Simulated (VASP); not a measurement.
Set up this calculation in VASP 6.6.1, as the native input.

- Task: single point
- Functional: PBE
- Potentials or basis: VASP PAW PBE potentials, release 64 (Rh_pv)
- Cutoff: 520 eV
- k mesh: 22 × 22 × 22
- Occupations: gaussian, width 0.15 eV
- Spin: no spin polarisation
- Dipole correction: no
- Further INCAR settings: ALGO = Fast; EDIFF = 1e-06; NBANDS = 14

The structure of Rh lies in POSCAR:

```
Rh
1.0
    0.0000000000      1.9015500000      1.9585965000
    1.9015500000      0.0000000000      1.9585965000
    1.9015500000      1.9015500000      0.0000000000
Rh
1
Direct
    0.0000000000      0.0000000000      0.0000000000
```

This cell differs from its parent crystal: strain +0.000 along x and y, +0.030 along z.

One way to write it, as run:

INCAR

```
PREC = Accurate
ENCUT = 520
EDIFF = 1E-6
ISMEAR = 0
SIGMA = 0.15
LREAL = False
LASPH = True
NELM = 100
ALGO = Fast
ISIF = 2
LWAVE = False
LCHARG = False
GGA = PE
NBANDS = 14
```

KPOINTS

```
regular mesh
0
Gamma
  22 22 22
```

Potentials or basis: VASP PAW PBE potentials, release 64 (Rh_pv).

Launch:

```sh
$ cat potpaw_PBE.64/Rh_pv/POTCAR > POTCAR
$ mpirun -np 1 vasp_std > vasp.out
```

It gave:

```json
{
  "Pressure": "-1.9 GPa"
}
```

Caveat: the cell differs from its parent crystal (strain +0.000 along x and y, +0.030 along z).

It took 74 s on 1 thread of Intel(R) Xeon(R) Platinum 8488C (Sapphire Rapids), on a shared host, peak memory 0.25 GiB.
